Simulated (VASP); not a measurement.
# ZnCu (Pm-3m) in VASP: further runs

Runs on ZnCu. Level: PBEsol. Tasks: single point.

Program: VASP 6.6.1. These are calculated values, not measurements. Logs are shortened: lines on timing, memory, paths and dates and some standing lists are left out, and cuts for length are marked.

### Step 1. The cell of the first run

Symmetry: Pm-3m, No. 221, cubic system. Conventional cell: a = 2.885 Å, b = 2.885 Å, c = 2.885 Å, α = 90.00°, β = 90.00°, γ = 90.00°. Zn (site symmetry m-3m) has 8 Cu at 2.50 Å and 6 Zn at 2.88 Å within 3.3 Å. Cu (site symmetry m-3m) has 8 Zn at 2.50 Å and 6 Cu at 2.88 Å within 3.3 Å.

### Step 2. Single point, PBEsol (12.00 Å³/atom)

Input file INCAR:

```
SYSTEM = ZnCu
ALGO = Normal
EDIFF = 1E-7
ENCUT = 520
GGA = PS
ISIF = 2
ISMEAR = -1
LASPH = .True.
LCHARG = .True.
LELF = .True.
LREAL = .False.
LVHAR = .True.
LWAVE = .False.
NBANDS = 18
NELM = 100
PREC = Accurate
SIGMA = 0.05
```

Input file KPOINTS:

```
k-points
0
Gamma
  14 14 14
  0 0 0
```

Input file POSCAR:

```
ZnCu
1.0
    2.8848810902      0.0000000000      0.0000000000
    0.0000000000      2.8848810902      0.0000000000
    0.0000000000      0.0000000000      2.8848810902
Zn Cu
1 1
Direct
    0.5000000000      0.5000000000      0.5000000000
    0.0000000000      0.0000000000      0.0000000000
```

Potentials or basis: VASP PAW PBE potentials, release 64 (Zn, Cu).

Command:

```console
> cat potpaw_PBE.64/Zn/POTCAR potpaw_PBE.64/Cu/POTCAR > POTCAR
> mpirun -np 1 vasp_std > vasp.out
```

OUTCAR:

```text
SYSTEM = ZnCu
   EDIFF = 1E-7
   ENCUT = 520
   GGA = PS
   ISIF = 2
   ISMEAR = -1
   LASPH = .True.
   LREAL = .False.
   NELM = 100
   PREC = Accurate

 ion  position               nearest neighbor table
   1  0.500  0.500  0.500-   2 2.50   2 2.50   2 2.50   2 2.50   2 2.50   2 2.50   2 2.50   2 2.50

   2  0.000  0.000  0.000-   1 2.50   1 2.50   1 2.50   1 2.50   1 2.50   1 2.50   1 2.50   1 2.50

  LATTYP: Found a simple cubic cell.
 ALAT       =     2.8848810902

  Lattice vectors:

 A1 = (   2.8848810902,   0.0000000000,   0.0000000000)
 A2 = (   0.0000000000,   2.8848810902,   0.0000000000)
 A3 = (   0.0000000000,   0.0000000000,   2.8848810902)

Analysis of symmetry for initial positions (statically):
=====================================================================
 Subroutine PRICEL returns:
 Original cell was already a primitive cell.

 Routine SETGRP: Setting up the symmetry group for a
 simple cubic supercell.

 Subroutine GETGRP returns: Found 48 space group operations
 (whereof 48 operations were pure point group operations)
 out of a pool of 48 trial point group operations.

The static configuration has the point symmetry O_h .

Analysis of symmetry for dynamics (positions and initial velocities):
=====================================================================
 Subroutine PRICEL returns:
 Original cell was already a primitive cell.

 Routine SETGRP: Setting up the symmetry group for a
 simple cubic supercell.

 Subroutine GETGRP returns: Found 48 space group operations
 (whereof 48 operations were pure point group operations)
 out of a pool of 48 trial point group operations.

The dynamic configuration has the point symmetry O_h .

 Subroutine INISYM returns: Found 48 space group operations
 (whereof 48 operations are pure point group operations),
 and found     1 'primitive' translations

----------------------------------------------------------------------------------------

                                     Primitive cell

  volume of cell :      24.0095

  direct lattice vectors                    reciprocal lattice vectors
     2.884881090  0.000000000  0.000000000     0.346634738  0.000000000  0.000000000
     0.000000000  2.884881090  0.000000000     0.000000000  0.346634738  0.000000000
     0.000000000  0.000000000  2.884881090     0.000000000  0.000000000  0.346634738

  length of vectors
     2.884881090  2.884881090  2.884881090     0.346634738  0.346634738  0.346634738

  position of ions in fractional coordinates (direct lattice)
     0.500000000  0.500000000  0.500000000
     0.000000000  0.000000000  0.000000000

  ion indices of the primitive-cell ions
   primitive index   ion index
                 1           1
                 2           2

----------------------------------------------------------------------------------------

 KPOINTS: k-points

Automatic generation of k-mesh.
 Grid dimensions read from file:
 generate k-points for:   14   14   14

 Generating k-lattice:

  Cartesian coordinates                     Fractional coordinates (reciprocal lattice)
     0.024759624  0.000000000  0.000000000     0.071428571  0.000000000  0.000000000
     0.000000000  0.024759624  0.000000000     0.000000000  0.071428571  0.000000000
     0.000000000  0.000000000  0.024759624     0.000000000  0.000000000  0.071428571

  Length of vectors
     0.024759624  0.024759624  0.024759624

  Shift w.r.t. Gamma in fractional coordinates (k-lattice)
     0.000000000  0.000000000  0.000000000

 Subroutine IBZKPT returns following result:
 ===========================================

 Found    120 irreducible k-points:

 Following reciprocal coordinates:
            Coordinates               Weight
  0.000000  0.000000  0.000000      1.000000
  0.071429  0.000000  0.000000      6.000000
  0.142857  0.000000  0.000000      6.000000
  0.214286  0.000000  0.000000      6.000000
  0.285714  0.000000  0.000000      6.000000
  0.357143  0.000000  0.000000      6.000000
[... 16 lines left out ...]
  0.285714  0.214286  0.000000     24.000000
  0.357143  0.214286  0.000000     24.000000
 [... further k-points ...]
   k-points           NKPTS =    120   k-points in BZ     NKDIM =    120   number of bands    NBANDS=     18
   number of dos      NEDOS =    301   number of ions     NIONS =      2
   total plane-waves  NPLWV =  13824
   dimension x,y,z NGX =    24 NGY =   24 NGZ =   24
   dimension x,y,z NGXF=    48 NGYF=   48 NGZF=   48
   ions per type =               1   1
   NGX,Y,Z   is equivalent  to a cutoff of  13.83, 13.83, 13.83 a.u.
   NGXF,Y,Z  is equivalent  to a cutoff of  27.66, 27.66, 27.66 a.u.
 SYSTEM =  ZnCu
   PREC   = accura    normal or accurate (medium, high low for compatibility)
   ISTART =      0    job   : 0-new  1-cont  2-samecut
   ICHARG =      2    charge: 1-file 2-atom 10-const
   ISPIN  =      1    spin polarized calculation?
   LNONCOLLINEAR =      F non collinear calculations
   LSORBIT =      F    spin-orbit coupling
   LASPH  =      T    aspherical Exc in radial PAW
   ENCUT  =  520.0 eV  38.22 Ry    6.18 a.u.   5.36  5.36  5.36*2*pi/ulx,y,z
   NELM   =    100;   NELMIN=  2; NELMDL= -5     # of ELM steps
   EDIFF  = 0.1E-06   stopping-criterion for ELM
   LREAL  =      F    real-space projection
   EDIFFG = 0.1E-05   stopping-criterion for IOM
   NSW    =      0    number of steps for IOM
   IBRION =     -1    ionic relax: 0-MD 1-quasi-New 2-CG
   NFREE  =      0    steps in history (QN), initial steepest desc. (CG)
   ISIF   =      2    stress and relaxation
   ISYM   =      2    0-nonsym 1-usesym 2-fastsym
   POTIM  = 0.5000    time-step for ionic-motion
   TEBEG  =    0.0;   TEEND  =   0.0 temperature during run
   PSTRESS=    0.0 pullay stress
   NELECT =      23.0000    total number of electrons
   NUPDOWN=      -1.0000    fix difference up-down
   EMIN   =  10.00;   EMAX   =-10.00  energy-range for DOS
   EFERMI =   0.00;   METHOD = LEGACY
   ISMEAR =    -1;   SIGMA  =   0.05  broadening in eV -4-tet -1-fermi 0-gaus
   EFERMI_NEDOS =   21; number of points for ismear=-14 and -15
   IALGO  =     38    algorithm
   IMIX   =      4    mixing-type and parameters
     AMIX     =   0.40;   BMIX     =  1.00
     AMIX_MAG =   1.60;   BMIX_MAG =  1.00
  volume/ion in A,a.u.               =      12.00        81.01
  Fermi-wavevector in a.u.,A,eV,Ry     =   1.613824  3.049685 35.435397  2.604428
  Thomas-Fermi vector in A             =   2.708832
   LORBIT       =      0    0 simple, 1 ext, 2 COOP (PROOUT), +10 PAW based schemes
   GGA     = PS    functional components
   LHFCALC =     F    Hartree Fock is set to
   AEXX    =    0.0000 exact exchange contribution
   IVDW    =     0    specifies the selected vdW correction
   LEPSILON=     F    determine dielectric tensor
   LRPA    =     F    only Hartree local field effects (RPA)
 non-spin polarized calculation
  energy-cutoff  :      520.00
  volume of cell :       24.01
 maximum number of plane-waves:       672
 NGX is ok and might be reduce to    24
   NGX = 11   NGY = 11   NGZ = 11

 number of electron      22.9999980 magnetization

 Free energy of the ion-electron system (eV)
  ---------------------------------------------------
  ext. energy  EPLUGINS =         0.00000000
  ---------------------------------------------------
  free energy    TOTEN  =        -6.09071981 eV

  energy without entropy =       -6.08803229  energy(sigma->0) =       -6.08937605

 E-fermi :   5.9886     XC(G=0): -12.9185

 val. band max:        5.8489142330   @ k =   0.3571   0.2143   0.1429
 cond. band min:       6.0012120679   @ k =   0.4286   0.3571   0.2143
 fundamental gap:      0.1522978349
 Fermi energy:         5.9885908624

 k-point     1 :       0.0000    0.0000    0.0000
  band No.  band energies     occupation
      1      -4.8877      2.00000
      2      -2.0738      2.00000
      3      -2.0738      2.00000
      4      -1.2657      2.00000
      5      -1.2657      2.00000
      6      -1.2657      2.00000
[... 10 lines left out ...]
     17      19.2421      0.00000
     18      30.0279      0.00000

 k-point     2 :       0.0714    0.0000    0.0000
  band No.  band energies     occupation
      1      -4.7911      2.00000
      2      -2.0606      2.00000
      3      -2.0514      2.00000
      4      -1.2747      2.00000
      5      -1.2747      2.00000
      6      -1.2607      2.00000
[... 10 lines left out ...]
     17      19.7879      0.00000
     18      28.9554      0.00000

 k-point     3 :       0.1429    0.0000    0.0000
  band No.  band energies     occupation
      1      -4.5044      2.00000
      2      -2.0233      2.00000
      3      -1.9865      2.00000
      4      -1.2998      2.00000
      5      -1.2998      2.00000
      6      -1.2467      2.00000
[... 10 lines left out ...]
     17      21.7416      0.00000
     18      27.2176      0.00000

 k-point     4 :       0.2143    0.0000    0.0000
  band No.  band energies     occupation
      1      -4.0391      2.00000
      2      -1.9685      2.00000
      3      -1.8839      2.00000
      4      -1.3360      2.00000
      5      -1.3360      2.00000
      6      -1.2262      2.00000
[... 10 lines left out ...]
     17      24.4078      0.00000
     18      25.5542      0.00000

 k-point     5 :       0.2857    0.0000    0.0000
  band No.  band energies     occupation
      1      -3.4260      2.00000
      2      -1.9061      2.00000
      3      -1.7404      2.00000
      4      -1.3759      2.00000
      5      -1.3759      2.00000
      6      -1.2032      2.00000
[... 10 lines left out ...]
     17      23.6708      0.00000
     18      23.6708      0.00000

 k-point     6 :       0.3571    0.0000    0.0000
  band No.  band energies     occupation
      1      -2.7585      2.00000
      2      -1.8485      2.00000
      3      -1.5047      2.00000
      4      -1.4118      2.00000
      5      -1.4118      2.00000
      6      -1.1822      2.00000
[... 10 lines left out ...]
     17      21.8358      0.00000
     18      21.8358      0.00000

 k-point     7 :       0.4286    0.0000    0.0000
  band No.  band energies     occupation
      1      -2.2838      2.00000
      2      -1.8078      2.00000
      3      -1.4364      2.00000
      4      -1.4364      2.00000
      5      -1.1676      2.00000
      6      -1.0153      2.00000
[... 10 lines left out ...]
     17      20.1284      0.00000
     18      20.4511      0.00000

 k-point     8 :       0.5000    0.0000    0.0000
  band No.  band energies     occupation
      1      -2.1474      2.00000
      2      -1.7931      2.00000
      3      -1.4452      2.00000
      4      -1.4452      2.00000
      5      -1.1624      2.00000
      6      -0.5312      2.00000
[... 10 lines left out ...]
     17      19.8214      0.00000
     18      21.0926      0.00000
[... 229 lines left out ...]
     17      22.1390      0.00000
     18      23.1462      0.00000

 k-point    20 :       0.4286    0.1429    0.0000
  band No.  band energies     occupation
      1      -2.1392      2.00000
      2      -1.7712      2.00000
      3      -1.6758      2.00000
      4      -1.4605      2.00000
      5      -1.2490      2.00000
      6      -0.5506      2.00000
[... 10 lines left out ...]
     17      20.4650      0.00000
     18      22.1435      0.00000

 k-point    21 :       0.5000    0.1429    0.0000
  band No.  band energies     occupation
      1      -2.0183      2.00000
      2      -1.7439      2.00000
      3      -1.7106      2.00000
      4      -1.4699      2.00000
      5      -1.2481      2.00000
      6       0.0749      2.00000
[... 10 lines left out ...]
     17      20.6116      0.00000
     18      21.4699      0.00000

 k-point    22 :       0.2143    0.2143    0.0000
  band No.  band energies     occupation
      1      -3.2693      2.00000
      2      -1.8777      2.00000
      3      -1.7220      2.00000
      4      -1.3820      2.00000
      5      -1.3685      2.00000
      6      -1.2851      2.00000
[... 10 lines left out ...]
     17      24.1636      0.00000
     18      25.4608      0.00000

 k-point    23 :       0.2857    0.2143    0.0000
  band No.  band energies     occupation
      1      -2.7716      2.00000
      2      -1.8519      2.00000
      3      -1.6163      2.00000
      4      -1.4198      2.00000
      5      -1.3071      2.00000
      6      -1.2723      2.00000
[... 10 lines left out ...]
     17      24.1761      0.00000
     18      24.4539      0.00000

 k-point    24 :       0.3571    0.2143    0.0000
  band No.  band energies     occupation
      1      -2.3370      2.00000
      2      -1.8506      2.00000
      3      -1.5655      2.00000
      4      -1.4582      2.00000
      5      -1.3225      2.00000
      6      -0.8869      2.00000
[... 10 lines left out ...]
     17      22.4709      0.00000
     18      23.3136      0.00000

 [... further k-points ...]

------------------------ aborting loop because EDIFF is reached ----------------------------------------

  FORCE on cell =-STRESS in cart. coord.  units (eV):
  Direction    XX          YY          ZZ          XY          YZ          ZX
  --------------------------------------------------------------------------------------
  -------------------------------------------------------------------------------------
  Total        0.6349482      0.6349482      0.6349482      0.0000000      0.0000000     -0.0000000
  in kB       42.3706488     42.3706488     42.3706488      0.0000000      0.0000000     -0.0000000
  external PRESSURE =      42.3706488 kB  Pullay stress =       0.0000000 kB

 VOLUME and BASIS-vectors are now :
 -----------------------------------------------------------------------------
  energy-cutoff  :      520.00
  volume of cell :       24.01
      direct lattice vectors                 reciprocal lattice vectors
     2.884881090  0.000000000  0.000000000     0.346634738  0.000000000  0.000000000
     0.000000000  2.884881090  0.000000000     0.000000000  0.346634738  0.000000000
     0.000000000  0.000000000  2.884881090     0.000000000  0.000000000  0.346634738

 POSITION                                       TOTAL-FORCE (eV/Angst)
 -----------------------------------------------------------------------------------
      1.44244      1.44244      1.44244         0.000000      0.000000      0.000000
      0.00000      0.00000      0.00000         0.000000      0.000000      0.000000
 -----------------------------------------------------------------------------------
    total drift:                                0.000000      0.000000     -0.000000

  FREE ENERGIE OF THE ION-ELECTRON SYSTEM (eV)
  ---------------------------------------------------
  free  energy   TOTEN  =        -6.0907198126 eV

  energy  without entropy=       -6.0880322932  energy(sigma->0) =       -6.08937605
```

Wall time 24 s (1 thread of Intel Xeon Platinum 8488C (Sapphire Rapids), shared host); peak memory 0.17 GiB.

What came out:

| Item | Value |
| --- | --- |
| Free energy | -6.0907 eV |
| Pressure | 4.2 GPa |
| Band gap on the k mesh | zero (an odd number of electrons rules out a gap without spin polarisation) |

Levels at points of the mesh, in eV from the Fermi level:
```tsv
k point	band 10	band 11	band 12	band 13	band 14	band 15
(0.00, 0.00, 0.00)	-2.85	-2.85	6.40	6.40	6.40	11.64
(0.50, 0.00, 0.00)	-3.48	-2.95	-2.07	12.21	12.21	12.82
(0.50, 0.50, 0.00)	-2.60	-2.13	-2.13	2.01	2.32	14.55
(0.50, 0.50, 0.50)	-2.58	4.26	4.46	4.46	4.46	4.69
```

Caveat: the cell stands under pressure; the PAW data sets were made with another functional, which shifts forces and pressure a little.

### Step 3. Single point, PBEsol (12.52 Å³/atom)

This run uses another cell than the first one, of 12.52 Å³/atom.

Input file INCAR:

```
ALGO = Normal
EDIFF = 1E-7
ENCUT = 520
GGA = PS
ISIF = 2
ISMEAR = -1
LASPH = True
LCHARG = True
LELF = True
LREAL = False
LVHAR = True
LWAVE = False
NBANDS = 18
NELM = 60
PREC = Accurate
SIGMA = 0.05
```

Input file KPOINTS:

```
k-points
0
Gamma
  14 14 14
```

Input file POSCAR:

```
ZnCu
1.0
    2.9252343038      0.0000000000      0.0000000000
    0.0000000000      2.9252343038      0.0000000000
    0.0000000000      0.0000000000      2.9252343038
Zn Cu
1 1
Direct
    0.5000000000      0.5000000000      0.5000000000
    0.0000000000      0.0000000000      0.0000000000
```

Potentials or basis: VASP PAW PBE potentials, release 64 (Zn, Cu).

Command:

```console
> cat potpaw_PBE.64/Zn/POTCAR potpaw_PBE.64/Cu/POTCAR > POTCAR
> mpirun -np 1 vasp_std > vasp.out
```

Run time: 25 s. Hardware: 1 thread of Intel Xeon Platinum 8488C (Sapphire Rapids), shared host; peak memory 0.18 GiB.

It converged, with:

* Free energy: -6.0986 eV
* Pressure: -1.7 GPa
* Band gap on the k mesh: zero (an odd number of electrons rules out a gap without spin polarisation)

Levels at points of the mesh, in eV from the Fermi level:
| k point | band 9 | band 10 | band 11 | band 12 | band 13 | band 14 | band 15 | band 16 |
| --- | --- | --- | --- | --- | --- | --- | --- | --- |
| (0.00, 0.00, 0.00) | -2.77 | -2.77 | -2.77 | 6.26 | 6.26 | 6.26 | 11.38 | 11.38 |
| (0.50, 0.00, 0.00) | -3.35 | -3.35 | -2.85 | -2.03 | 11.85 | 11.85 | 12.47 | 12.47 |
| (0.50, 0.50, 0.00) | -2.92 | -2.53 | -1.99 | -1.99 | 1.83 | 2.16 | 14.10 | 15.66 |
| (0.50, 0.50, 0.50) | -2.51 | -2.51 | 3.96 | 4.36 | 4.36 | 4.36 | 4.56 | 4.56 |

Caveat: the PAW data sets were made with another functional, which shifts forces and pressure a little.

### Step 4. Single point, PBEsol (12.90 Å³/atom)

This run uses another cell than the first one, of 12.90 Å³/atom.

Input file INCAR:

```
ALGO = Normal
EDIFF = 1E-6
ENCUT = 520
GGA = PS
ISIF = 2
ISMEAR = -1
LASPH = True
LCHARG = False
LREAL = False
LWAVE = False
NBANDS = 18
NELM = 60
PREC = Accurate
SIGMA = 0.05
```

KPOINTS is that of step 3.

Input file POSCAR:

```
ZnCu
1.0
    2.9547841250      0.0000000000      0.0000000000
    0.0000000000      2.9547841250      0.0000000000
    0.0000000000      0.0000000000      2.9547841250
Zn Cu
1 1
Direct
    0.5000000000      0.5000000000      0.5000000000
    0.0000000000      0.0000000000      0.0000000000
```

Command:

```console
> cat potpaw_PBE.64/Zn/POTCAR potpaw_PBE.64/Cu/POTCAR > POTCAR
> mpirun -np 1 vasp_std > vasp.out
```

Run time: 23 s. Hardware: 1 thread of Intel Xeon Platinum 8488C (Sapphire Rapids), shared host; peak memory 0.18 GiB.

The run converged. Its results:

```yaml
Free_energy: -6.0822 eV
Pressure: -5.2 GPa
Band_gap_on_the_k_mesh: zero (an odd number of electrons rules out a gap without spin polarisation)
```

Levels at points of the mesh, in eV from the Fermi level:
| k point | band 8 | band 9 | band 10 | band 11 | band 12 | band 13 | band 14 | band 15 | band 16 | band 17 |
| --- | --- | --- | --- | --- | --- | --- | --- | --- | --- | --- |
| (0.00, 0.00, 0.00) | -3.55 | -2.72 | -2.72 | -2.72 | 6.15 | 6.15 | 6.15 | 11.19 | 11.19 | 12.09 |
| (0.50, 0.00, 0.00) | -3.66 | -3.26 | -3.26 | -2.79 | -2.00 | 11.59 | 11.59 | 12.22 | 12.22 | 13.38 |
| (0.50, 0.50, 0.00) | -2.86 | -2.86 | -2.48 | -1.89 | -1.89 | 1.70 | 2.05 | 13.78 | 15.42 | 15.42 |
| (0.50, 0.50, 0.50) | -4.26 | -2.46 | -2.46 | 3.75 | 4.30 | 4.30 | 4.30 | 4.47 | 4.47 | 4.47 |

Caveat: the cell stands under tension; the PAW data sets were made with another functional, which shifts forces and pressure a little.

### Step 5. Summary

| cell | gap on the mesh (eV) | pressure (GPa) |
| --- | --- | --- |
| a = 2.885 Å, 2 atoms | none | 4.2 |
| a = 2.925 Å, 2 atoms | none | -1.7 |
| a = 2.955 Å, 2 atoms | none | -5.2 |

Alike in all rows: task single point; level PBEsol; potentials or basis VASP PAW PBE potentials, release 64 (Zn, Cu); no spin polarisation; k mesh 14 × 14 × 14; cutoff (eV) 520; smearing fermi-dirac 0.05 eV.

Caveats: the PAW data sets were made with another functional, which shifts forces and pressure a little; the cell stands under pressure (at least some runs); the cell stands under tension (at least some runs).

Total energies depend on the potentials used, so only differences within one code and one set of settings carry meaning.
